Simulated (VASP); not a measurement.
# MgO (Pm-3m) in VASP: notebook, part 2 of 2

VASP 6.6.1. Earlier steps stand in the parts before.

**3. G0W0 quasiparticle levels, PBE**

Contents of POSCAR:

```
MgO
1.0
    2.6233491278      0.0000000000      0.0000000000
    0.0000000000      2.6233491278      0.0000000000
    0.0000000000      0.0000000000      2.6233491278
Mg O
1 1
Direct
    0.0000000000      0.0000000000      0.0000000000
    0.5000000000      0.5000000000      0.5000000000
```

Contents of INCAR.step1:

```
PREC = Accurate ; ENCUT = 500
EDIFF = 1E-8 ; ISMEAR = 0
SIGMA = 0.01 ; LREAL = False
LASPH = True ; NELM = 80
ALGO = Normal ; LWAVE = True
LCHARG = False ; GGA = PE
```

Contents of INCAR.step2:

```
PREC = Accurate ; ENCUT = 500
EDIFF = 1E-8 ; ISMEAR = 0
SIGMA = 0.01 ; LREAL = False
LASPH = True ; NELM = 1
ALGO = Exact ; LWAVE = True
LCHARG = False ; GGA = PE
NBANDS = 154 ; LOPTICS = True
ISTART = 1
```

Contents of INCAR.step3:

```
PREC = Accurate ; ENCUT = 500
EDIFF = 1E-8 ; ISMEAR = 0
SIGMA = 0.01 ; LREAL = False
LASPH = True ; ALGO = EVGW0
LWAVE = False ; LCHARG = False
GGA = PE ; NELMGW = 1
NBANDS = 154 ; ENCUTGW = 100.0
NOMEGA = 48 ; PRECFOCK = Fast
ISTART = 1 ; NBANDSGW = 12
```

Contents of KPOINTS:

```
Automatic mesh
0
Gamma
  4 4 4
```

Potentials or basis: VASP PAW PBE potentials, release 64 (Mg_GW, O_GW).

Command:

```console
$ cat potpaw_PBE.64/Mg_GW/POTCAR potpaw_PBE.64/O_GW/POTCAR > POTCAR
$ cp INCAR.step1 INCAR
$ mpirun -np 1 vasp_std > vasp.out
$ cp INCAR.step2 INCAR
$ mpirun -np 1 vasp_std > vasp.out
$ cp INCAR.step3 INCAR
$ mpirun -np 1 vasp_std > vasp.out
```

OUTCAR:

```text
PREC = Accurate
   ENCUT = 500
   EDIFF = 1E-8
   ISMEAR = 0
   LREAL = False
   LASPH = True
   GGA = PE
   NELMGW = 1
   ENCUTGW = 100.0
   PRECFOCK = Fast
   ISTART = 1

 ion  position               nearest neighbor table
   1  0.000  0.000  0.000-
   2  0.500  0.500  0.500-

  LATTYP: Found a simple cubic cell.
 ALAT       =     2.6233491278

  Lattice vectors:

 A1 = (   2.6233491278,   0.0000000000,   0.0000000000)
 A2 = (   0.0000000000,   2.6233491278,   0.0000000000)
 A3 = (   0.0000000000,   0.0000000000,   2.6233491278)

Analysis of symmetry for initial positions (statically):
=====================================================================
 Subroutine PRICEL returns:
 Original cell was already a primitive cell.

[... 149 lines left out ...]
   NELMGW              =     1    number of iterations in solving QP/BSE equation
   NELMHF              =     1    number of iterations in the inner HF iteration
   NKREDLFX            =     1    NKREDLFY  =   1   NKREDLFZ  =   1
 non-spin polarized calculation
 Gauss-broadening in eV      SIGMA  =   0.01
  energy-cutoff  :      500.00
  volume of cell :       18.05
 maximum number of plane-waves:       480
 NGX is ok and might be reduce to    20
  NGX = 12; NGY = 12; NGZ = 12
   NGX =  9   NGY =  9   NGZ =  9
 maximum number of plane-waves:        48
 NGX is ok and might be reduce to    10

 QP shifts <psi_nk| G(iteration)W_0 |psi_nk>: iteration 1
 for sc-GW calculations column KS-energies equals QP-energies in previous step
 and V_xc(KS)=  KS-energies - (<T + V_ion + V_H > + <T+V_H+V_ion>^1  + <V_x>^1)

 k-point   1 :       0.0000    0.0000    0.0000
  band No.  KS-energies  QP-energies   sigma(KS)   V_xc(KS)     V^pw_x(r,r')   Z            occupation Imag(sigma)

      1     -13.4443     -15.3143     -20.5934     -17.8808     -29.6560       0.6893       2.0000       1.2467
      2       4.1366       3.1746     -20.4863     -19.2225     -24.7341       0.7612       2.0000       0.1579
      3       4.1366       3.1746     -20.4863     -19.2225     -24.7341       0.7612       2.0000       0.1579
      4       4.1366       3.1746     -20.4863     -19.2225     -24.7341       0.7612       2.0000       0.1579
      5       7.7505       8.7211     -11.0557     -12.2514      -7.4902       0.8117       0.0000      -0.0792
      6      15.6015      16.4740      -7.8703      -8.9488      -3.2335       0.8091       0.0000      -0.1261
      7      15.6015      16.4740      -7.8703      -8.9488      -3.2335       0.8091       0.0000      -0.1261
      8      25.4773      26.9861      -9.6929     -11.5930      -3.5892       0.7941       0.0000      -0.7651
      9      25.4773      26.9861      -9.6929     -11.5930      -3.5892       0.7941       0.0000      -0.7651
     10      25.4773      26.9861      -9.6929     -11.5930      -3.5892       0.7941       0.0000      -0.7651
     11      32.7799      34.1393      -8.0275      -9.7189      -2.5268       0.8037       0.0000      -0.6847
     12      32.7799      34.1393      -8.0275      -9.7189      -2.5268       0.8037       0.0000      -0.6847
[... 132 lines left out ...]
      1     -10.4443     -12.3664     -23.1324     -20.5572     -31.8928       0.7464       2.0000       1.1152
      2       1.4769       0.2368     -18.8589     -17.1907     -23.4069       0.7434       2.0000       0.2003
      3       1.4769       0.2368     -18.8589     -17.1907     -23.4069       0.7434       2.0000       0.2003
      4       1.4769       0.2368     -18.8589     -17.1907     -23.4069       0.7434       2.0000       0.2003
      5      12.6487      13.5824      -7.7441      -8.8910      -3.3822       0.8141       0.0000      -0.1138
      6      12.6487      13.5824      -7.7441      -8.8910      -3.3822       0.8141       0.0000      -0.1138
      7      12.6487      13.5824      -7.7441      -8.8910      -3.3822       0.8141       0.0000      -0.1138
      8      21.5629      22.7116      -7.0888      -8.5479      -1.5666       0.7873       0.0000      -0.4479
      9      24.1145      25.7461     -12.4257     -14.5653      -6.2933       0.7626       0.0000      -0.5632
     10      24.1145      25.7461     -12.4257     -14.5653      -6.2933       0.7626       0.0000      -0.5632
     11      24.1145      25.7461     -12.4257     -14.5653      -6.2933       0.7626       0.0000      -0.5632
     12      41.9080      44.5141     -10.7993     -13.7525      -4.5917       0.8824       0.0000      -2.0215
```

It took 2 min on 1 thread of AMD EPYC 7R13, shared host; peak memory 0.18 GiB.

What came out:

```
Band gap on the k mesh, mean-field level : 2.59 eV, indirect (least direct gap 3.61 eV)
Quasiparticle gap                        : 4.39 eV
Least direct quasiparticle gap           : 5.55 eV
```

Caveat: the k points lie up to 0.60 Å⁻¹ apart; bands, screening cutoff and mesh are small and nothing is extrapolated, so the quasiparticle values aren't converged. A k mesh can miss the band edges.

**4. G0W0 quasiparticle levels, PBE**

POSCAR is that of step 3.

Contents of INCAR.step1:

```
SYSTEM = MgO
  ALGO = Normal
  EDIFF = 1E-8
  ENCUT = 500
  GGA = PE
  ISMEAR = 0
  LASPH = .TRUE.
  LCHARG = .FALSE.
  LREAL = .FALSE.
  LWAVE = .TRUE.
  NELM = 60
  PREC = Accurate
  SIGMA = 0.01
```

Contents of INCAR.step2:

```
SYSTEM = MgO
  ALGO = Exact
  EDIFF = 1E-8
  ENCUT = 500
  GGA = PE
  ISMEAR = 0
  ISTART = 1
  LASPH = .TRUE.
  LCHARG = .FALSE.
  LOPTICS = .TRUE.
  LREAL = .FALSE.
  LWAVE = .TRUE.
  NBANDS = 44
  NELM = 1
  PREC = Accurate
  SIGMA = 0.01
```

Contents of INCAR.step3:

```
SYSTEM = MgO
  ALGO = EVGW0
  EDIFF = 1E-8
  ENCUT = 500
  ENCUTGW = 60.0
  GGA = PE
  ISMEAR = 0
  ISTART = 1
  LASPH = .TRUE.
  LCHARG = .FALSE.
  LREAL = .FALSE.
  LWAVE = .FALSE.
  NBANDS = 44
  NBANDSGW = 12
  NELMGW = 1
  NOMEGA = 48
  PREC = Accurate
  PRECFOCK = Fast
  SIGMA = 0.01
```

Contents of KPOINTS:

```
k-points
0
G
  4 4 4
  0 0 0
```

Potentials or basis: VASP PAW PBE potentials, release 64 (Mg_GW, O_GW).

Command:

```console
$ cat potpaw_PBE.64/Mg_GW/POTCAR potpaw_PBE.64/O_GW/POTCAR > POTCAR
$ cp INCAR.step1 INCAR
$ mpirun -np 1 vasp_std > vasp.out
$ cp INCAR.step2 INCAR
$ mpirun -np 1 vasp_std > vasp.out
$ cp INCAR.step3 INCAR
$ mpirun -np 1 vasp_std > vasp.out
```

OUTCAR:

```text
SYSTEM = MgO
   EDIFF = 1E-8
   ENCUT = 500
   ENCUTGW = 60.0
   GGA = PE
   ISMEAR = 0
   ISTART = 1
   LASPH = .TRUE.
   LREAL = .FALSE.
   NELMGW = 1
   PREC = Accurate
   PRECFOCK = Fast

 ion  position               nearest neighbor table
   1  0.000  0.000  0.000-
[... 185 lines left out ...]

      1     -13.4443     -15.5044     -20.8197     -17.8808     -29.6560       0.7010       2.0000       1.2691
      2       4.1366       3.3235     -20.2842     -19.2225     -24.7341       0.7658       2.0000       0.1460
      3       4.1366       3.3235     -20.2842     -19.2225     -24.7341       0.7658       2.0000       0.1460
      4       4.1366       3.3235     -20.2842     -19.2225     -24.7341       0.7658       2.0000       0.1460
      5       7.7505       8.7017     -11.0838     -12.2514      -7.4902       0.8147       0.0000      -0.0878
      6      15.6015      16.5950      -7.7227      -8.9488      -3.2335       0.8103       0.0000      -0.1285
      7      15.6015      16.5950      -7.7227      -8.9488      -3.2335       0.8103       0.0000      -0.1285
      8      25.4773      27.1594      -9.4775     -11.5930      -3.5892       0.7951       0.0000      -0.7666
      9      25.4773      27.1594      -9.4775     -11.5930      -3.5892       0.7951       0.0000      -0.7666
     10      25.4773      27.1594      -9.4775     -11.5930      -3.5892       0.7951       0.0000      -0.7666
     11      32.7799      34.2878      -7.8447      -9.7189      -2.5268       0.8046       0.0000      -0.7283
     12      32.7799      34.2878      -7.8447      -9.7189      -2.5268       0.8046       0.0000      -0.7283
[... 132 lines left out ...]
      1     -10.4443     -12.6513     -23.4703     -20.5572     -31.8928       0.7576       2.0000       1.0772
      2       1.4769       0.3957     -18.6380     -17.1907     -23.4069       0.7471       2.0000       0.1989
      3       1.4769       0.3957     -18.6380     -17.1907     -23.4069       0.7471       2.0000       0.1989
      4       1.4769       0.3957     -18.6380     -17.1907     -23.4069       0.7471       2.0000       0.1989
      5      12.6487      13.6655      -7.6430      -8.8910      -3.3822       0.8147       0.0000      -0.1165
      6      12.6487      13.6655      -7.6430      -8.8910      -3.3822       0.8147       0.0000      -0.1165
      7      12.6487      13.6655      -7.6430      -8.8910      -3.3822       0.8147       0.0000      -0.1165
      8      21.5629      22.7790      -7.0005      -8.5479      -1.5666       0.7859       0.0000      -0.4584
      9      24.1145      26.0105     -12.0983     -14.5653      -6.2933       0.7685       0.0000      -0.5703
     10      24.1145      26.0105     -12.0983     -14.5653      -6.2933       0.7685       0.0000      -0.5703
     11      24.1145      26.0105     -12.0983     -14.5653      -6.2933       0.7685       0.0000      -0.5703
     12      41.9080      45.0388     -10.2555     -13.7525      -4.5917       0.8953       0.0000      -2.1416
```

It took 34 s on 1 thread of Intel Xeon 8259CL, shared host; peak memory 0.19 GiB.

Results:

| Property | Result |
| --- | --- |
| Band gap on the k mesh, mean-field level | 2.59 eV, indirect (least direct gap 3.61 eV) |
| Quasiparticle gap | 4.18 eV |
| Least direct quasiparticle gap | 5.38 eV |

Caveat: the k points lie up to 0.60 Å⁻¹ apart; bands, screening cutoff and mesh are small and nothing is extrapolated, so the quasiparticle values aren't converged. A k mesh can miss the band edges.
